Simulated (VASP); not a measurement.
# GaO3 (I4/mmm) in VASP: further runs, part 2 of 2

VASP 6.6.1. Earlier steps stand in the parts before.

**3. Single point, PBE**

INCAR

```
SYSTEM = GaO3
ALGO = Normal
EDIFF = 1E-7
ENCUT = 520
GGA = PE
ISIF = 2
ISMEAR = 0
LASPH = .True.
LCHARG = .True.
LELF = .True.
LREAL = .False.
LVHAR = .True.
LWAVE = .False.
NBANDS = 24
NELM = 60
PREC = Accurate
SIGMA = 0.1
```

KPOINTS

```
k-points
0
Gamma
  8 8 8
  0 0 0
```

POSCAR

```
GaO3
1.0
   -1.6533842626      1.6533842626      3.6932739372
    1.6533842626     -1.6533842626      3.6932739372
    1.6533842626      1.6533842626     -3.6932739372
Ga O
1 3
Direct
    0.0000000000      0.0000000000      0.0000000000
    0.5000000000      0.5000000000      0.0000000000
    0.2500000000      0.7500000000      0.5000000000
    0.7500000000      0.2500000000      0.5000000000
```

Potentials or basis: VASP PAW PBE potentials, release 64 (Ga_d, O).

On the command line:

```sh
> cat potpaw_PBE.64/Ga_d/POTCAR potpaw_PBE.64/O/POTCAR > POTCAR
> mpirun -np 1 vasp_std > vasp.out
```

OUTCAR:

```text
SYSTEM = GaO3
   EDIFF = 1E-7
   ENCUT = 520
   GGA = PE
   ISIF = 2
   ISMEAR = 0
   LASPH = .True.
   LREAL = .False.
   NELM = 60
   PREC = Accurate

 ion  position               nearest neighbor table
   1  0.000  0.000  0.000-   2 2.34   2 2.34   2 2.34   2 2.34
   2  0.500  0.500  0.000-   1 2.34   1 2.34   1 2.34   1 2.34
   3  0.250  0.750  0.500-
   4  0.750  0.250  0.500-

  LATTYP: Found a body centered tetragonal cell.
 ALAT       =     3.3067685252
 C/A-ratio  =     2.2337662337

  Lattice vectors:

 A1 = (  -1.6533842626,   1.6533842626,   3.6932739372)
 A2 = (   1.6533842626,  -1.6533842626,   3.6932739372)
 A3 = (   1.6533842626,   1.6533842626,  -3.6932739372)

Analysis of symmetry for initial positions (statically):
=====================================================================
 Subroutine PRICEL returns:
 Original cell was already a primitive cell.

 Routine SETGRP: Setting up the symmetry group for a
[... 169 lines left out ...]
  free energy    TOTEN  =       -15.59095958 eV

  energy without entropy =      -15.57822036  energy(sigma->0) =      -15.58458997

 E-fermi :   3.3680     XC(G=0): -11.7721

 val. band max:        3.3600567378   @ k =  -0.2500   0.2500   0.1250
 cond. band min:       3.3730343871   @ k =   0.5000   0.5000   0.1250
 fundamental gap:      0.0129776493
 Fermi energy:         3.3680207994

 k-point     1 :       0.0000    0.0000    0.0000
  band No.  band energies     occupation
      1     -15.8633      2.00000
      2     -12.8043      2.00000
      3     -12.0181      2.00000
      4     -11.0287      2.00000
      5     -10.9506      2.00000
      6     -10.9506      2.00000
[... 637 lines left out ...]
     23      21.4888      0.00000
     24      21.8549      0.00000

 [... further k-points ...]

------------------------ aborting loop because EDIFF is reached ----------------------------------------

  FORCE on cell =-STRESS in cart. coord.  units (eV):
  Direction    XX          YY          ZZ          XY          YZ          ZX
  --------------------------------------------------------------------------------------
  -------------------------------------------------------------------------------------
  Total       -5.9762463     -5.9762463     -0.9857594      0.0000000      0.0000000      0.0000000
  in kB     -237.0936685   -237.0936685    -39.1077128      0.0000000      0.0000000      0.0000000
  external PRESSURE =    -171.0983499 kB  Pullay stress =       0.0000000 kB

 VOLUME and BASIS-vectors are now :
 -----------------------------------------------------------------------------
  energy-cutoff  :      520.00
  volume of cell :       40.38
      direct lattice vectors                 reciprocal lattice vectors
    -1.653384263  1.653384263  3.693273937     0.000000000  0.302410039  0.135381239
     1.653384263 -1.653384263  3.693273937     0.302410039  0.000000000  0.135381239
     1.653384263  1.653384263 -3.693273937     0.302410039  0.302410039  0.000000000

 POSITION                                       TOTAL-FORCE (eV/Angst)
 -----------------------------------------------------------------------------------
      0.00000      0.00000      0.00000        -0.000000      0.000000     -0.000000
      0.00000      0.00000      3.69327        -0.000000      0.000000     -0.000000
      1.65338     -0.00000      1.84664         0.000000      0.000000      0.000000
     -0.00000      1.65338      1.84664         0.000000     -0.000000     -0.000000
 -----------------------------------------------------------------------------------
    total drift:                               -0.000000      0.000000      0.000000

  FREE ENERGIE OF THE ION-ELECTRON SYSTEM (eV)
  ---------------------------------------------------
  free  energy   TOTEN  =       -15.5909595763 eV

  energy  without entropy=      -15.5782203635  energy(sigma->0) =      -15.58458997
```

OSZICAR:

```text
N       E                     dE             d eps       ncg     rms          rms(c)
DAV:   1     0.240590826291E+03    0.24059E+03   -0.15582E+04  3264   0.203E+03
DAV:   2     0.744977162400E+01   -0.23314E+03   -0.21405E+03  3192   0.468E+02
DAV:   3    -0.167828652049E+02   -0.24233E+02   -0.23403E+02  3320   0.115E+02
DAV:   4    -0.173020274585E+02   -0.51916E+00   -0.51849E+00  3416   0.186E+01
DAV:   5    -0.173108996808E+02   -0.88722E-02   -0.88718E-02  3400   0.234E+00    0.776E+00
DAV:   6    -0.170471065414E+02    0.26379E+00   -0.85162E+00  4336   0.274E+01    0.137E+01
DAV:   7    -0.158560499339E+02    0.11911E+01   -0.63277E+00  3968   0.135E+01    0.473E+00
DAV:   8    -0.156325667041E+02    0.22348E+00   -0.32865E-01  3272   0.437E+00    0.170E+00
DAV:   9    -0.156031510404E+02    0.29416E-01   -0.22009E-01  3512   0.346E+00    0.116E+00
DAV:  10    -0.155917772562E+02    0.11374E-01   -0.25658E-02  3512   0.124E+00    0.384E-01
DAV:  11    -0.155909336771E+02    0.84358E-03   -0.40522E-03  3224   0.453E-01    0.732E-02
DAV:  12    -0.155910018968E+02   -0.68220E-04   -0.61719E-04  3872   0.195E-01    0.728E-02
DAV:  13    -0.155909638473E+02    0.38050E-04   -0.58458E-05  3384   0.655E-02    0.259E-02
DAV:  14    -0.155909597662E+02    0.40810E-05   -0.31242E-05  3448   0.385E-02    0.430E-03
DAV:  15    -0.155909597161E+02    0.50108E-07   -0.13629E-06  3488   0.109E-02    0.212E-03
DAV:  16    -0.155909596116E+02    0.10458E-06   -0.80039E-08  2008   0.251E-03    0.639E-04
DAV:  17    -0.155909595763E+02    0.35265E-07   -0.37959E-08  1744   0.150E-03
   1 F= -.15590960E+02 E0= -.15584590E+02  d E =-.127392E-01
```

stdout:

```text
POSCAR found type information on POSCAR GaO
 POSCAR found :  2 types and       4 ions
 scaLAPACK will be used
 LDA part: xc-table for (Slater+PW92), standard interpolation
 POSCAR, INCAR and KPOINTS ok, starting setup
 FFT: planning ... GRIDC
 FFT: planning ... GRID_SOFT
 FFT: planning ... GRID
 WAVECAR not read
 entering main loop
```

It took 2.5 min on 1 thread of Intel Xeon 8259CL, shared host; peak memory 0.23 GiB.

Results:

* Free energy: -15.5910 eV
* Pressure: -17.1 GPa
* Band gap on the k mesh: zero (an odd number of electrons rules out a gap without spin polarisation)

Caveat: the cell stands under tension; an odd number of electrons without spin polarisation forces a metal; a magnetic or distorted state may lie lower.

**4. Single point, PBE, collinear spin, ferromagnetic start**

This run uses another cell than the first one, of 9.10 Å³/atom.

INCAR

```
PREC = Accurate
ENCUT = 520
EDIFF = 1E-7
ISMEAR = 0
SIGMA = 0.1
LREAL = False
LASPH = True
NELM = 150
ALGO = Normal
ISIF = 2
LWAVE = False
LCHARG = False
ISPIN = 2
MAGMOM = 0 0.8 1.25 1.25
LORBIT = 11
GGA = PE
NBANDS = 28
```

KPOINTS

```
regular mesh
0
Gamma
  8 8 8
```

POSCAR

```
GaO3
1.0
   -1.3961105557      1.3961105557      4.6691745368
    1.3961105557     -1.3961105557      4.6691745368
    1.3961105557      1.3961105557     -4.6691745368
Ga O
1 3
Direct
    0.0000000000      0.0000000000      0.0000000000
    0.5000000000      0.5000000000      0.0000000000
    0.2500000000      0.7500000000      0.5000000000
    0.7500000000      0.2500000000      0.5000000000
```

On the command line:

```sh
> cat potpaw_PBE.64/Ga_d/POTCAR potpaw_PBE.64/O/POTCAR > POTCAR
> mpirun -np 1 vasp_std > vasp.out
```

It took 6.6 min on 1 thread of Intel Xeon 8259CL, shared host; peak memory 0.33 GiB.

It converged, with:

| Property | Result |
| --- | --- |
| Free energy | -17.4582 eV |
| Pressure | 0.5 GPa |
| Net moment | 0.00 μB per cell |
| Valence electrons inside the program's atomic spheres | Ga 11.40; O 5.07, 4.70 (each value once) |

Stress tensor (GPa, compression positive):
```
 0.76  0.00  0.00
 0.00  0.76  0.00
 0.00  0.00 -0.01
```

Levels at points of the mesh, in eV from the Fermi level:
Spin up:
| k point | band 11 | band 12 | band 13 | band 14 | band 15 | band 16 | band 17 | band 18 | band 19 | band 20 |
| --- | --- | --- | --- | --- | --- | --- | --- | --- | --- | --- |
| (0.00, 0.00, 0.00) | -4.81 | -4.23 | -4.23 | -1.63 | -1.18 | 0.07 | 2.36 | 2.36 | 7.82 | 11.74 |
| (0.50, 0.00, 0.00) | -3.20 | -2.89 | -1.63 | -1.46 | -1.44 | -1.39 | -0.96 | 4.98 | 5.38 | 6.32 |
| (0.50, 0.50, 0.00) | -7.05 | -6.96 | -2.83 | -1.99 | -1.50 | -0.49 | 3.35 | 3.35 | 6.84 | 10.89 |
| (0.50, 0.50, 0.50) | -5.05 | -4.61 | -3.96 | -3.96 | 0.12 | 0.63 | 2.37 | 2.37 | 6.14 | 11.21 |
Spin down:
```csv
k point,band 13,band 14,band 15,band 16,band 17,band 18
"(0.00, 0.00, 0.00)",-4.23,-1.63,-1.18,0.07,2.36,2.36
"(0.50, 0.00, 0.00)",-1.63,-1.46,-1.44,-1.39,-0.96,4.98
"(0.50, 0.50, 0.00)",-2.83,-1.99,-1.50,-0.49,3.35,3.35
"(0.50, 0.50, 0.50)",-3.96,-3.96,0.12,0.63,2.37,2.37
```

**5. Single point, PBE**

This run uses another cell than the first one, of 9.17 Å³/atom.

INCAR

```
SYSTEM = GaO3
  ALGO = Normal
  EDIFF = 1E-6
  ENCUT = 520
  GGA = PE
  ISIF = 2
  ISMEAR = 0
  LASPH = .TRUE.
  LCHARG = .FALSE.
  LREAL = .FALSE.
  LWAVE = .FALSE.
  NBANDS = 24
  NELM = 100
  PREC = Accurate
  SIGMA = 0.1
```

KPOINTS

```
k-points
0
G
  22 22 22
  0 0 0
```

POSCAR

```
GaO3
1.0
   -1.3959608919      1.3959608919      4.7071714836
    1.3959608919     -1.3959608919      4.7071714836
    1.3959608919      1.3959608919     -4.7071714836
Ga O
1 3
Direct
    0.0000000000      0.0000000000      0.0000000000
    0.5000000000      0.5000000000      0.0000000000
    0.2500000000      0.7500000000      0.5000000000
    0.7500000000      0.2500000000      0.5000000000
```

On the command line:

```sh
> cat potpaw_PBE.64/Ga_d/POTCAR potpaw_PBE.64/O/POTCAR > POTCAR
> mpirun -np 1 vasp_std > vasp.out
```

It took 34 min on 1 thread of Intel Xeon 8259CL, shared host; peak memory 0.74 GiB.

The run converged. Its results:

```yaml
Free_energy: -17.4383 eV
Pressure: 0.6 GPa
Band_gap_on_the_k_mesh: zero (an odd number of electrons rules out a gap without spin polarisation)
```

Stress tensor (GPa, compression positive):
```
 0.86  0.00  0.00
 0.00  0.86  0.00
 0.00  0.00 -0.04
```

Levels at points of the mesh, in eV from the Fermi level:
```tsv
k point	band 13	band 14	band 15	band 16	band 17	band 18
(0.00, 0.00, 0.00)	-4.34	-1.76	-1.22	0.02	2.25	2.25
(0.50, 0.00, 0.00)	-1.73	-1.56	-1.55	-1.50	-1.08	4.90
(0.50, 0.50, 0.00)	-2.90	-2.05	-1.58	-0.52	3.23	3.23
(0.50, 0.50, 0.50)	-4.07	-4.07	0.06	0.53	2.25	2.25
```

Caveat: an odd number of electrons without spin polarisation forces a metal; a magnetic or distorted state may lie lower.

**6. Summary**

```csv
task,spin,cell,k mesh,cutoff (eV),gap on the mesh (eV),pressure (GPa),moment (μB)
relaxation of cell and atoms,"collinear, ferromagnetic start","relaxed from a = 4.371 Å, angles 135.6, 135.6, 64.7°, 4 atoms",8 × 8 × 8,600,none,-0.4,0.00
single point,off,"a = 4.371 Å, angles 135.6, 135.6, 64.7°, 4 atoms",8 × 8 × 8,520,none,-17.1,-
single point,"collinear, ferromagnetic start","a = 5.069 Å, angles 148.0, 148.0, 45.8°, 4 atoms",8 × 8 × 8,520,none,0.5,0.00
single point,off,"a = 5.104 Å, angles 148.3, 148.3, 45.5°, 4 atoms",22 × 22 × 22,520,none,0.6,-
```

Alike in all rows: level PBE; potentials or basis VASP PAW PBE potentials, release 64 (Ga_d, O); smearing gaussian 0.1 eV.

Caveats: an odd number of electrons without spin polarisation forces a metal (at least some runs); a magnetic or distorted state may lie lower (at least some runs); the cell stands under tension (at least some runs).

Absolute energies hang on the potentials; compare differences alone.
